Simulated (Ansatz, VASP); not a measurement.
One calculation of GaN, two programs

```
Ga N
1.0
     3.18315    0.00000    0.00000
    -1.59157    2.75669    0.00000
     0.00000    0.00000    4.97628
Ga N
2 2
Direct
  0.33333 0.66667 0.99510
  0.66667 0.33333 0.49510
  0.33333 0.66667 0.37990
  0.66667 0.33333 0.87990
```

Change from the starting cell: uniaxial_z strain -4.0%.

Alike in both runs: task single point; functional r2SCAN; k mesh 12 × 12 × 6; no spin polarisation.

|  | VASP | Ansatz |
| --- | --- | --- |
| version | VASP 6.6.1 | Ansatz 0.2.0 |
| potentials or method | VASP PAW PBE potentials, release 64 (Ga_d, N) | plane waves, PAW |
| plane-wave cutoff (eV) | 520 | 500 |
| occupations | gaussian, width 0.01 eV | fixed |
| valence electrons in the cell | 36 | 36 |

Ansatz gave:

* gap on the k mesh at the Fermi level (eV): 2.56
* pressure (GPa): 8.7
* traceless stress, the component that is largest in VASP (GPa): 8.04

Question: Which values does VASP return?

Answer: gap on the k mesh at the Fermi level (eV): 2.55; pressure (GPa): 10.0; traceless stress, the component that is largest in VASP (GPa): 8.02.

VASP's potentials were made for PBE, not for r2SCAN.
